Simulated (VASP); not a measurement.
Wanted: the native input for a VASP 6.6.1 run.

- Task: single point
- Functional: PBE
- Potentials or basis: VASP PAW PBE potentials, release 64 (Al, Si, O)
- Cutoff: 520 eV
- k mesh: 6 × 6 × 4
- Occupations: gaussian, width 0.1 eV
- Spin: no spin polarisation
- Dipole correction: no
- Further INCAR settings: ALGO = Normal; EDIFF = 1e-06; NBANDS = 16

The structure of Al2SiO lies in POSCAR:

```
Al2SiO
1.0
    2.6528924509      0.0000000000      0.0000000000
    0.0000000000      2.6528924509      0.0000000000
    0.0000000000      0.0000000000      8.2650934915
Al Si O
2 1 1
Direct
    0.5000000000      0.5000000000      0.6784988374
    0.5000000000      0.5000000000      0.3215011626
    0.5000000000      0.5000000000      0.0000000000
    0.0000000000      0.0000000000      0.5000000000
```

These files were run (other wordings do the same):

INCAR

```
SYSTEM = Al2SiO
PREC = Accurate
ENCUT = 520
EDIFF = 1E-6
ISMEAR = 0
SIGMA = 0.1
LREAL = .FALSE.
LASPH = .TRUE.
NELM = 80
ALGO = Normal
ISIF = 2
LWAVE = .FALSE.
LCHARG = .FALSE.
GGA = PE
NBANDS = 16
```

KPOINTS

```
Automatic mesh
0
G
  6 6 4
  0 0 0
```

Potentials or basis: VASP PAW PBE potentials, release 64 (Al, Si, O).

Run with:

```console
$ cat potpaw_PBE.64/Al/POTCAR potpaw_PBE.64/Si/POTCAR potpaw_PBE.64/O/POTCAR > POTCAR
$ mpirun -np 1 vasp_std > vasp.out
```

It gave:

```yaml
Pressure: -0.1 GPa
Largest_force: 0.014 eV/Å
Band_gap_on_the_k_mesh: zero (band 8 reaches 8.97 eV, above the bottom of band 9 at 5.47 eV)
```

Caveat: the k points lie up to 0.39 Å⁻¹ apart.

Wall time 9.6 s on 1 thread of Intel(R) Xeon(R) 6975P-C (Granite Rapids), with other jobs on the host, peak memory 0.17 GiB.
